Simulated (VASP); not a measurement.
# Rh (Fm-3m) in VASP: notebook

Rh is run at these levels: PBE; tasks: single point.

All numbers are computed with VASP 6.6.1; they aren't measurements. Logs are shortened: lines on timing, memory, paths and dates and some standing lists are left out, and cuts for length are marked.

### Step 1. The cell of the first run

The structure is cubic, space group Fm-3m (No. 225). The conventional cell has a = 3.725 Å, b = 3.725 Å, c = 3.725 Å, α = 90.00°, β = 90.00°, γ = 90.00°. Within 3.5 Å of Rh (site symmetry m-3m) lie 12 Rh at 2.63 Å.

### Step 2. Single point, PBE (volume scaled by 0.94)

INCAR

```
SYSTEM = Rh
ALGO = Normal
EDIFF = 1E-6
ENCUT = 520
GGA = PE
ISIF = 2
ISMEAR = -1
LASPH = .True.
LCHARG = .False.
LREAL = .False.
LWAVE = .False.
NBANDS = 14
NELM = 60
PREC = Accurate
SIGMA = 0.08
```

KPOINTS

```
k-points
0
Gamma
  16 16 16
  0 0 0
```

POSCAR

```
Rh
1.0
    0.0000000000      1.8627319650      1.8627319650
    1.8627319650      0.0000000000      1.8627319650
    1.8627319650      1.8627319650      0.0000000000
Rh
1
Direct
    0.0000000000      0.0000000000      0.0000000000
```

Potentials or basis: VASP PAW PBE potentials, release 64 (Rh_pv).

Launch:

```
> cat potpaw_PBE.64/Rh_pv/POTCAR > POTCAR
> mpirun -np 1 vasp_std > vasp.out
```

OUTCAR:

```text
SYSTEM = Rh
   EDIFF = 1E-6
   ENCUT = 520
   GGA = PE
   ISIF = 2
   ISMEAR = -1
   LASPH = .True.
   LREAL = .False.
   NELM = 60
   PREC = Accurate

 ion  position               nearest neighbor table
   1  0.000  0.000  0.000-

  LATTYP: Found a face centered cubic cell.
 ALAT       =     3.7254639300

  Lattice vectors:

 A1 = (   0.0000000000,   1.8627319650,   1.8627319650)
 A2 = (   1.8627319650,   0.0000000000,   1.8627319650)
 A3 = (   1.8627319650,   1.8627319650,   0.0000000000)

Analysis of symmetry for initial positions (statically):
=====================================================================
 Subroutine PRICEL returns:
 Original cell was already a primitive cell.

 Routine SETGRP: Setting up the symmetry group for a
 face centered cubic supercell.

 Subroutine GETGRP returns: Found 48 space group operations
 (whereof 48 operations were pure point group operations)
 out of a pool of 48 trial point group operations.

The static configuration has the point symmetry O_h .

Analysis of symmetry for dynamics (positions and initial velocities):
=====================================================================
 Subroutine PRICEL returns:
 Original cell was already a primitive cell.

 Routine SETGRP: Setting up the symmetry group for a
 face centered cubic supercell.

 Subroutine GETGRP returns: Found 48 space group operations
 (whereof 48 operations were pure point group operations)
 out of a pool of 48 trial point group operations.

The dynamic configuration has the point symmetry O_h .

 Subroutine INISYM returns: Found 48 space group operations
 (whereof 48 operations are pure point group operations),
 and found     1 'primitive' translations

----------------------------------------------------------------------------------------

                                     Primitive cell

  volume of cell :      12.9265

  direct lattice vectors                    reciprocal lattice vectors
     0.000000000  1.862731965  1.862731965    -0.268422945  0.268422945  0.268422945
     1.862731965  0.000000000  1.862731965     0.268422945 -0.268422945  0.268422945
     1.862731965  1.862731965  0.000000000     0.268422945  0.268422945 -0.268422945

  length of vectors
     2.634300808  2.634300808  2.634300808     0.464922179  0.464922179  0.464922179

  position of ions in fractional coordinates (direct lattice)
     0.000000000  0.000000000  0.000000000

  ion indices of the primitive-cell ions
   primitive index   ion index
                 1           1

----------------------------------------------------------------------------------------

 KPOINTS: k-points

Automatic generation of k-mesh.
 Grid dimensions read from file:
 generate k-points for:   16   16   16

 Generating k-lattice:

  Cartesian coordinates                     Fractional coordinates (reciprocal lattice)
    -0.016776434  0.016776434  0.016776434     0.062500000  0.000000000  0.000000000
     0.016776434 -0.016776434  0.016776434     0.000000000  0.062500000  0.000000000
     0.016776434  0.016776434 -0.016776434     0.000000000  0.000000000  0.062500000

  Length of vectors
     0.029057636  0.029057636  0.029057636

  Shift w.r.t. Gamma in fractional coordinates (k-lattice)
     0.000000000  0.000000000  0.000000000

 Subroutine IBZKPT returns following result:
 ===========================================

 Found    145 irreducible k-points:

 Following reciprocal coordinates:
            Coordinates               Weight
  0.000000  0.000000  0.000000      1.000000
  0.062500  0.000000  0.000000      8.000000
  0.125000  0.000000  0.000000      8.000000
  0.187500  0.000000  0.000000      8.000000
  0.250000  0.000000  0.000000      8.000000
  0.312500  0.000000  0.000000      8.000000
[... 16 lines left out ...]
 -0.125000  0.062500  0.000000     24.000000
 -0.062500  0.062500  0.000000     12.000000
 [... further k-points ...]
   k-points           NKPTS =    145   k-points in BZ     NKDIM =    145   number of bands    NBANDS=     14
   number of dos      NEDOS =    301   number of ions     NIONS =      1
   total plane-waves  NPLWV =   8000
   dimension x,y,z NGX =    20 NGY =   20 NGZ =   20
   dimension x,y,z NGXF=    40 NGYF=   40 NGZF=   40
   ions per type =               1
   NGX,Y,Z   is equivalent  to a cutoff of  12.62, 12.62, 12.62 a.u.
   NGXF,Y,Z  is equivalent  to a cutoff of  25.24, 25.24, 25.24 a.u.
 SYSTEM =  Rh
   PREC   = accura    normal or accurate (medium, high low for compatibility)
   ISTART =      0    job   : 0-new  1-cont  2-samecut
   ICHARG =      2    charge: 1-file 2-atom 10-const
   ISPIN  =      1    spin polarized calculation?
   LNONCOLLINEAR =      F non collinear calculations
   LSORBIT =      F    spin-orbit coupling
   LASPH  =      T    aspherical Exc in radial PAW
   ENCUT  =  520.0 eV  38.22 Ry    6.18 a.u.   4.90  4.90  4.90*2*pi/ulx,y,z
   NELM   =     60;   NELMIN=  2; NELMDL= -5     # of ELM steps
   EDIFF  = 0.1E-05   stopping-criterion for ELM
   LREAL  =      F    real-space projection
   EDIFFG = 0.1E-04   stopping-criterion for IOM
   NSW    =      0    number of steps for IOM
   IBRION =     -1    ionic relax: 0-MD 1-quasi-New 2-CG
   NFREE  =      0    steps in history (QN), initial steepest desc. (CG)
   ISIF   =      2    stress and relaxation
   ISYM   =      2    0-nonsym 1-usesym 2-fastsym
   POTIM  = 0.5000    time-step for ionic-motion
   TEBEG  =    0.0;   TEEND  =   0.0 temperature during run
   PSTRESS=    0.0 pullay stress
   NELECT =      15.0000    total number of electrons
   NUPDOWN=      -1.0000    fix difference up-down
   EMIN   =  10.00;   EMAX   =-10.00  energy-range for DOS
   EFERMI =   0.00;   METHOD = LEGACY
   ISMEAR =    -1;   SIGMA  =   0.08  broadening in eV -4-tet -1-fermi 0-gaus
   EFERMI_NEDOS =   21; number of points for ismear=-14 and -15
   IALGO  =     38    algorithm
   IMIX   =      4    mixing-type and parameters
     AMIX     =   0.40;   BMIX     =  1.00
     AMIX_MAG =   1.60;   BMIX_MAG =  1.00
  volume/ion in A,a.u.               =      12.93        87.23
  Fermi-wavevector in a.u.,A,eV,Ry     =   1.720329  3.250951 40.266883  2.959532
  Thomas-Fermi vector in A             =   2.796789
   LORBIT       =      0    0 simple, 1 ext, 2 COOP (PROOUT), +10 PAW based schemes
   GGA     = PE    functional components
   LHFCALC =     F    Hartree Fock is set to
   AEXX    =    0.0000 exact exchange contribution
   IVDW    =     0    specifies the selected vdW correction
   LEPSILON=     F    determine dielectric tensor
   LRPA    =     F    only Hartree local field effects (RPA)
 non-spin polarized calculation
  energy-cutoff  :      520.00
  volume of cell :       12.93
 maximum number of plane-waves:       360
   NGX =  9   NGY =  9   NGZ =  9

 number of electron      14.9999995 magnetization

 Free energy of the ion-electron system (eV)
  ---------------------------------------------------
  ext. energy  EPLUGINS =         0.00000000
  ---------------------------------------------------
  free energy    TOTEN  =        -7.18566203 eV

  energy without entropy =       -7.15873117  energy(sigma->0) =       -7.17219660

 E-fermi :  13.0666     XC(G=0): -14.4331

 val. band max:       13.0602174787   @ k =  -0.3750   0.2500   0.0000
 cond. band min:      13.0666599184   @ k =  -0.3750   0.0625   0.0000
 fundamental gap:      0.0064424397
 Fermi energy:        13.0666227035

 k-point     1 :       0.0000    0.0000    0.0000
  band No.  band energies     occupation
      1     -33.4108      2.00000
      2     -33.4108      2.00000
      3     -33.4108      2.00000
      4       4.6541      2.00000
      5       9.6890      2.00000
      6       9.6890      2.00000
      7       9.6890      2.00000
      8      11.9889      2.00000
      9      11.9889      2.00000
     10      29.0047      0.00000
     11      33.4293      0.00000
     12      34.8223      0.00000
     13      34.8223      0.00000
     14      34.8223      0.00000

 k-point     2 :       0.0625    0.0000    0.0000
  band No.  band energies     occupation
      1     -33.4467      2.00000
      2     -33.4156      2.00000
      3     -33.4156      2.00000
      4       4.8213      2.00000
      5       9.6115      2.00000
      6       9.7561      2.00000
      7       9.7561      2.00000
      8      11.9497      2.00000
      9      11.9497      2.00000
     10      29.2613      0.00000
     11      33.4277      0.00000
     12      33.9519      0.00000
     13      35.0778      0.00000
     14      35.0778      0.00000

 k-point     3 :       0.1250    0.0000    0.0000
  band No.  band energies     occupation
      1     -33.5482      2.00000
      2     -33.4291      2.00000
      3     -33.4291      2.00000
      4       5.2919      2.00000
      5       9.4305      2.00000
      6       9.9235      2.00000
      7       9.9235      2.00000
      8      11.8746      2.00000
      9      11.8746      2.00000
     10      29.9346      0.00000
     11      32.2392      0.00000
     12      33.4310      0.00000
     13      35.8154      0.00000
     14      35.8154      0.00000

 k-point     4 :       0.1875    0.0000    0.0000
  band No.  band energies     occupation
      1     -33.6983      2.00000
      2     -33.4493      2.00000
      3     -33.4493      2.00000
      4       5.9431      2.00000
      5       9.3129      2.00000
      6      10.0782      2.00000
      7      10.0782      2.00000
      8      11.8948      2.00000
      9      11.8948      2.00000
     10      30.4118      0.00000
     11      30.6907      0.00000
     12      33.4301      0.00000
     13      36.9463      0.00000
     14      36.9463      0.00000

 k-point     5 :       0.2500    0.0000    0.0000
  band No.  band energies     occupation
      1     -33.8727      2.00000
      2     -33.4730      2.00000
      3     -33.4730      2.00000
      4       6.4862      2.00000
      5       9.5826      2.00000
      6      10.0806      2.00000
      7      10.0806      2.00000
      8      12.1588      1.99998
      9      12.1588      1.99998
     10      28.5971      0.00000
     11      30.8819      0.00000
[... 276 lines left out ...]
 k-point    22 :      -0.1875    0.0625    0.0000
  band No.  band energies     occupation
      1     -33.7623      2.00000
      2     -33.4908      2.00000
      3     -33.4475      2.00000
      4       6.2949      2.00000
      5       9.1774      2.00000
      6      10.1467      2.00000
      7      10.1957      2.00000
      8      11.5906      2.00000
      9      12.3558      1.99972
     10      29.8969      0.00000
     11      31.0142      0.00000
     12      33.4299      0.00000
     13      36.1028      0.00000
     14      38.2419      0.00000

 k-point    23 :      -0.1250    0.0625    0.0000
  band No.  band energies     occupation
      1     -33.6083      2.00000
      2     -33.4631      2.00000
      3     -33.4285      2.00000
      4       5.6365      2.00000
      5       9.2558      2.00000
      6      10.0437      2.00000
      7      10.0790      2.00000
      8      11.5999      2.00000
      9      12.0997      1.99999
     10      30.3932      0.00000
     11      31.6122      0.00000
     12      33.4306      0.00000
     13      35.3260      0.00000
     14      36.8327      0.00000

 k-point    24 :      -0.0625    0.0625    0.0000
  band No.  band energies     occupation
      1     -33.4969      2.00000
      2     -33.4366      2.00000
      3     -33.4173      2.00000
      4       5.0914      2.00000
      5       9.4667      2.00000
      6       9.8479      2.00000
      7       9.9015      2.00000
      8      11.7782      2.00000
      9      12.0147      2.00000
     10      29.6633      0.00000
     11      33.1086      0.00000
     12      33.4342      0.00000
     13      34.9481      0.00000
     14      35.7420      0.00000

 [... further k-points ...]

------------------------ aborting loop because EDIFF is reached ----------------------------------------

  FORCE on cell =-STRESS in cart. coord.  units (eV):
  Direction    XX          YY          ZZ          XY          YZ          ZX
  --------------------------------------------------------------------------------------
  -------------------------------------------------------------------------------------
  Total        2.1598552      2.1598552      2.1598552      0.0000000     -0.0000000     -0.0000000
  in kB      267.7035446    267.7035446    267.7035446      0.0000000     -0.0000000     -0.0000000
  external PRESSURE =     267.7035446 kB  Pullay stress =       0.0000000 kB

 VOLUME and BASIS-vectors are now :
 -----------------------------------------------------------------------------
  energy-cutoff  :      520.00
  volume of cell :       12.93
      direct lattice vectors                 reciprocal lattice vectors
     0.000000000  1.862731965  1.862731965    -0.268422945  0.268422945  0.268422945
     1.862731965  0.000000000  1.862731965     0.268422945 -0.268422945  0.268422945
     1.862731965  1.862731965  0.000000000     0.268422945  0.268422945 -0.268422945

 POSITION                                       TOTAL-FORCE (eV/Angst)
 -----------------------------------------------------------------------------------
      0.00000      0.00000      0.00000         0.000000     -0.000000      0.000000
 -----------------------------------------------------------------------------------
    total drift:                                0.000000     -0.000000      0.000000

  FREE ENERGIE OF THE ION-ELECTRON SYSTEM (eV)
  ---------------------------------------------------
  free  energy   TOTEN  =        -7.1856620302 eV

  energy  without entropy=       -7.1587311743  energy(sigma->0) =       -7.17219660
```

Run time: 7.9 s. Hardware: 1 thread of Intel Xeon 6975P-C (Granite Rapids), shared host; peak memory 0.14 GiB.

Results:

* Free energy: -7.1857 eV
* Pressure: 26.8 GPa

### Step 3. Single point, PBE (volume scaled by 1.01)

INCAR

```
PREC = Accurate
ENCUT = 520
EDIFF = 1E-7
ISMEAR = -1
SIGMA = 0.08
LREAL = False
LASPH = True
NELM = 80
ALGO = Normal
ISIF = 2
LWAVE = False
LCHARG = False
GGA = PE
NBANDS = 14
```

KPOINTS

```
regular mesh
0
Gamma
  16 16 16
```

POSCAR

```
Rh
1.0
    0.0000000000      1.9078674883      1.9078674883
    1.9078674883      0.0000000000      1.9078674883
    1.9078674883      1.9078674883      0.0000000000
Rh
1
Direct
    0.0000000000      0.0000000000      0.0000000000
```

Potentials or basis: VASP PAW PBE potentials, release 64 (Rh_pv).

Launch:

```
> cat potpaw_PBE.64/Rh_pv/POTCAR > POTCAR
> mpirun -np 1 vasp_std > vasp.out
```

It took 8.8 s on 1 thread of Intel Xeon 6975P-C (Granite Rapids), shared host; peak memory 0.14 GiB.

It converged, with:

```
Free energy : -7.2716 eV
Pressure    : 3.3 GPa
```

Levels at points of the mesh, in eV from the Fermi level:
| k point | band 3 | band 4 | band 5 | band 6 | band 7 | band 8 | band 9 | band 10 | band 11 | band 12 |
| --- | --- | --- | --- | --- | --- | --- | --- | --- | --- | --- |
| (0.00, 0.00, 0.00) | -46.35 | -7.88 | -3.02 | -3.02 | -3.02 | -0.97 | -0.97 | 16.01 | 20.57 | 21.41 |
| (0.50, 0.00, 0.00) | -46.45 | -6.02 | -3.10 | -3.10 | 0.57 | 0.57 | 0.75 | 8.55 | 15.51 | 20.58 |
| (0.50, 0.50, 0.00) | -46.61 | -6.21 | -5.85 | 0.54 | 0.98 | 0.98 | 3.26 | 12.15 | 13.27 | 13.27 |
